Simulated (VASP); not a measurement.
# KZnF3 (Pm-3m) in VASP: vibrations by perturbation theory with PBE

Aim: the vibrations by perturbation theory of KZnF3 with PBE.

Program: VASP 6.6.1. These are calculated values, not measurements. Logs are shortened: lines on timing, memory, paths and dates and some standing lists are left out, and cuts for length are marked.

### Step 1. The cell of the first run

Symmetry: Pm-3m, No. 221, cubic system. Conventional cell: a = 4.050 Å, b = 4.050 Å, c = 4.050 Å, α = 90.00°, β = 90.00°, γ = 90.00°. Within 3.8 Å of K (site symmetry m-3m) lie 12 F at 2.86 Å and 8 Zn at 3.51 Å. Zn (site symmetry m-3m) has 6 F at 2.02 Å within 2.7 Å. Within 2.7 Å of F (site symmetry 4/mmm) lie 2 Zn at 2.02 Å.

### Step 2. Vibrations by perturbation theory, PBE

Input file INCAR:

```
PREC = Accurate
ENCUT = 520
EDIFF = 1E-8
ISMEAR = 0
SIGMA = 0.01
LREAL = F
LASPH = T
NELM = 80
ALGO = Normal
ISIF = 2
LWAVE = F
LCHARG = T
GGA = PE
NBANDS = 29
IBRION = 8
NSW = 1
```

Input file KPOINTS:

```
Automatic mesh
0
Gamma
  4 4 4
```

Input file POSCAR:

```
KZnF3
1.0
    4.0500000000      0.0000000000      0.0000000000
    0.0000000000      4.0500000000      0.0000000000
    0.0000000000      0.0000000000      4.0500000000
K Zn F
1 1 3
Direct
    0.0000000000      0.0000000000      0.0000000000
    0.5000000000      0.5000000000      0.5000000000
    0.5000000000      0.5000000000      0.0000000000
    0.0000000000      0.5000000000      0.5000000000
    0.5000000000      0.0000000000      0.5000000000
```

Potentials or basis: VASP PAW PBE potentials, release 64 (K_sv, Zn, F).

The run is started by

```console
$ cat potpaw_PBE.64/K_sv/POTCAR potpaw_PBE.64/Zn/POTCAR potpaw_PBE.64/F/POTCAR > POTCAR
$ mpirun -np 1 vasp_std > vasp.out
```

OUTCAR:

```text
PREC = Accurate
   ENCUT = 520
   EDIFF = 1E-8
   ISMEAR = 0
   LREAL = F
   LASPH = T
   NELM = 80
   ISIF = 2
   GGA = PE
   IBRION = 8
   NSW = 1

 ion  position               nearest neighbor table
   1  0.000  0.000  0.000-
   2  0.500  0.500  0.500-   3 2.02   4 2.02   5 2.02   3 2.02   5 2.02   4 2.02
   3  0.500  0.500  0.000-   2 2.02   2 2.02
   4  0.000  0.500  0.500-   2 2.02   2 2.02
   5  0.500  0.000  0.500-   2 2.02   2 2.02

  LATTYP: Found a simple cubic cell.
 ALAT       =     4.0500000000

  Lattice vectors:

 A1 = (   4.0500000000,   0.0000000000,   0.0000000000)
 A2 = (   0.0000000000,   4.0500000000,   0.0000000000)
 A3 = (   0.0000000000,   0.0000000000,   4.0500000000)

Analysis of symmetry for initial positions (statically):
=====================================================================
 Subroutine PRICEL returns:
 Original cell was already a primitive cell.

 Routine SETGRP: Setting up the symmetry group for a
 simple cubic supercell.

 Subroutine GETGRP returns: Found 48 space group operations
 (whereof 48 operations were pure point group operations)
 out of a pool of 48 trial point group operations.

The static configuration has the point symmetry O_h .

Analysis of symmetry for dynamics (positions and initial velocities):
=====================================================================
 Subroutine PRICEL returns:
 Original cell was already a primitive cell.

 Routine SETGRP: Setting up the symmetry group for a
 simple cubic supercell.

 Subroutine GETGRP returns: Found 48 space group operations
 (whereof 48 operations were pure point group operations)
 out of a pool of 48 trial point group operations.

The dynamic configuration has the point symmetry O_h .

 Subroutine INISYM returns: Found 48 space group operations
 (whereof 48 operations are pure point group operations),
 and found     1 'primitive' translations

----------------------------------------------------------------------------------------

                                     Primitive cell

  volume of cell :      66.4301

  direct lattice vectors                    reciprocal lattice vectors
     4.050000000  0.000000000  0.000000000     0.246913580  0.000000000  0.000000000
     0.000000000  4.050000000  0.000000000     0.000000000  0.246913580  0.000000000
     0.000000000  0.000000000  4.050000000     0.000000000  0.000000000  0.246913580

  length of vectors
     4.050000000  4.050000000  4.050000000     0.246913580  0.246913580  0.246913580

  position of ions in fractional coordinates (direct lattice)
     0.000000000  0.000000000  0.000000000
     0.500000000  0.500000000  0.500000000
     0.500000000  0.500000000  0.000000000
     0.000000000  0.500000000  0.500000000
     0.500000000  0.000000000  0.500000000

[... 444 lines left out ...]
  Direction    XX          YY          ZZ          XY          YZ          ZX
  --------------------------------------------------------------------------------------
  -------------------------------------------------------------------------------------
  Total        2.0375917      2.0375917      2.0375917      0.0000000      0.0000000     -0.0000000
  in kB       49.1431148     49.1431148     49.1431148      0.0000000      0.0000000     -0.0000000
  external PRESSURE =      49.1431148 kB  Pullay stress =       0.0000000 kB

 VOLUME and BASIS-vectors are now :
 -----------------------------------------------------------------------------
  energy-cutoff  :      520.00
  volume of cell :       66.43
      direct lattice vectors                 reciprocal lattice vectors
     4.050000000  0.000000000  0.000000000     0.246913580  0.000000000  0.000000000
     0.000000000  4.050000000  0.000000000     0.000000000  0.246913580  0.000000000
     0.000000000  0.000000000  4.050000000     0.000000000  0.000000000  0.246913580

 POSITION                                       TOTAL-FORCE (eV/Angst)
 -----------------------------------------------------------------------------------
      0.00000      0.00000      0.00000         0.000000      0.000000      0.000000
      2.02500      2.02500      2.02500         0.000000      0.000000      0.000000
      2.02500      2.02500      0.00000         0.000000      0.000000      0.000000
      0.00000      2.02500      2.02500         0.000000      0.000000      0.000000
      2.02500      0.00000      2.02500         0.000000      0.000000      0.000000
 -----------------------------------------------------------------------------------
    total drift:                                0.000000      0.000000     -0.000000

  FREE ENERGIE OF THE ION-ELECTRON SYSTEM (eV)
  ---------------------------------------------------
  free  energy   TOTEN  =       -20.2647205684 eV

  energy  without entropy=      -20.2647205684  energy(sigma->0) =      -20.26472057

[... ionic steps 2 to 9 ...]

--------------------------------------- Ionic step       10  -------------------------------------------

------------------------ aborting loop because EDIFF is reached ----------------------------------------

[... ionic steps 11 to 11 ...]

--------------------------------------- Ionic step       12  -------------------------------------------

 Free energy of the ion-electron system (eV)
  ---------------------------------------------------
  ---------------------------------------------------
  free energy    TOTEN  =        -0.53676826 eV

  energy without entropy =       -0.53676826

------------------------ aborting loop because EDIFF is reached ----------------------------------------

 INTERNAL STRAIN TENSOR  FOR ION    3  DIRECTION 3   (eV/Angst):
 -----------------------------------------------------------------------------
    -0.03940  0.00000  0.00000
     0.00000 -0.03940 -0.00000
     0.00000 -0.00000 -0.10243

 INTERNAL STRAIN TENSOR FOR ION    5 for displacements in x,y,z  (eV/Angst):
          X           Y           Z          XY          YZ          ZX
  --------------------------------------------------------------------------------
  x     0.00000     0.00000     0.00000     0.00000     0.00000     0.00000
  y     0.00000     0.00000     0.00000     0.00000     0.00000     0.00000
  z     0.00000     0.00000     0.00000     0.00000     0.00000     0.00000

 SECOND DERIVATIVES (NOT SYMMETRIZED)
 ------------------------------------
               1X          1Y          1Z          2X          2Y          2Z          3X          3Y          3Z          4X          4Y          4Z          5X          5Y          5Z
  1X    -1.994432    0.000000   -0.000000    1.057227   -0.000000   -0.000000    0.355640   -0.000000    0.000000    0.225925    0.000000   -0.000000    0.355640   -0.000000   -0.000000
  1Y     0.000000   -1.994432    0.000000   -0.000000    1.057227   -0.000000    0.000000    0.355640   -0.000000    0.000000    0.355640   -0.000000    0.000000    0.225925    0.000000
  1Z     0.000000    0.000000   -1.994432   -0.000000   -0.000000    1.057227    0.000000    0.000000    0.225925    0.000000   -0.000000    0.355640   -0.000000    0.000000    0.355640
  2X     1.059423    0.000000    0.000000   -8.625501    0.000000    0.000000   -0.120839    0.000000   -0.000000    7.807756   -0.000000    0.000000   -0.120839    0.000000    0.000000
  2Y     0.000000    1.059423    0.000000    0.000000   -8.625501    0.000000    0.000000   -0.120839   -0.000000    0.000000   -0.120839   -0.000000    0.000000    7.807756    0.000000
  2Z     0.000000    0.000000    1.059423    0.000000    0.000000   -8.625501    0.000000    0.000000    7.807756    0.000000    0.000000   -0.120839    0.000000   -0.000000   -0.120839
  3X     0.346278    0.000000    0.000000   -0.139928    0.000000    0.000000   -1.809269    0.000000    0.000000    1.968192    0.000000    0.000000   -0.365272    0.000000    0.000000
  3Y     0.000000    0.346278    0.000000    0.000000   -0.139928    0.000000    0.000000   -1.809269    0.000000    0.000000   -0.365272    0.000000    0.000000    1.968192    0.000000
  3Z    -0.000000    0.000000    0.218631    0.000000   -0.000000    7.799056   -0.000000    0.000000  -11.950381   -0.000000   -0.000000    1.966347   -0.000000    0.000000    1.966347
  4X     0.218631    0.000000    0.000000    7.799056   -0.000000   -0.000000    1.966347    0.000000    0.000000  -11.950381   -0.000000   -0.000000    1.966347   -0.000000    0.000000
  4Y     0.000000    0.346278    0.000000    0.000000   -0.139928    0.000000    0.000000   -0.365272    0.000000    0.000000   -1.809269    0.000000    0.000000    1.968192    0.000000
  4Z     0.000000    0.000000    0.346278    0.000000    0.000000   -0.139928    0.000000    0.000000    1.968192    0.000000    0.000000   -1.809269    0.000000    0.000000   -0.365272
  5X     0.346278    0.000000    0.000000   -0.139928    0.000000    0.000000   -0.365272    0.000000    0.000000    1.968192    0.000000    0.000000   -1.809269    0.000000    0.000000
  5Y     0.000000    0.218631   -0.000000   -0.000000    7.799056   -0.000000   -0.000000    1.966347   -0.000000   -0.000000    1.966347    0.000000    0.000000  -11.950381    0.000000
  5Z     0.000000    0.000000    0.346278    0.000000    0.000000   -0.139928    0.000000    0.000000    1.968192    0.000000    0.000000   -0.365272    0.000000    0.000000   -1.809269

 Eigenvectors and eigenvalues of the dynamical matrix
 ----------------------------------------------------

   1 f  =   13.485260 THz    84.730384 2PiTHz  449.819839 cm-1    55.770527 meV
             X         Y         Z           dx          dy          dz
      0.000000  0.000000  0.000000    -0.004892   -0.000810    0.000323
      2.025000  2.025000  2.025000     0.328654    0.054414   -0.021666
      2.025000  2.025000  0.000000     0.150584    0.024932    0.059545
      0.000000  2.025000  2.025000    -0.903233    0.024932   -0.009927
      2.025000  0.000000  2.025000     0.150584   -0.149546   -0.009927
[... 105 lines left out ...]
  15 f/i=    0.021597 THz     0.135695 2PiTHz    0.720383 cm-1     0.089316 meV
             X         Y         Z           dx          dy          dz
      0.000000  0.000000  0.000000    -0.092809    0.062634    0.476928
      2.025000  2.025000  2.025000    -0.120310    0.081193    0.618246
      2.025000  2.025000  0.000000    -0.065441    0.044164    0.334504
      0.000000  2.025000  2.025000    -0.065094    0.044164    0.336290
      2.025000  0.000000  2.025000    -0.065441    0.043930    0.336290

--------------------------------------------------------------------------------------------------------

 ELASTIC MODULI CONTR FROM IONIC RELAXATION (kBar)
 Direction    XX          YY          ZZ          XY          YZ          ZX
 --------------------------------------------------------------------------------
 XX           0.0000      0.0000      0.0000      0.0000      0.0000      0.0000
 YY           0.0000      0.0000      0.0000      0.0000      0.0000      0.0000
 ZZ           0.0000      0.0000      0.0000      0.0000      0.0000      0.0000
 XY           0.0000      0.0000      0.0000      0.0000      0.0000      0.0000
 YZ           0.0000      0.0000      0.0000      0.0000      0.0000      0.0000
 ZX           0.0000      0.0000      0.0000      0.0000      0.0000      0.0000
 --------------------------------------------------------------------------------
```

It used 400 s of CPU time on 1 thread of AMD EPYC 7R13 Processor (Zen 3), with other jobs on the host.

Results:

| Item | Value |
| --- | --- |
| Highest phonon frequency at Γ, LO-TO splitting left out | 450 cm⁻¹ |

Phonon frequencies in cm⁻¹ (negative: imaginary):
| q point | frequencies |
| --- | --- |
| (0.000, 0.000, 0.000) | -1 -1 -1 135 135 135 144 144 144 177 177 177 450 450 450 |

Caveat: the k points lie up to 0.39 Å⁻¹ apart; the cell wasn't relaxed at this level first, which shifts response properties.
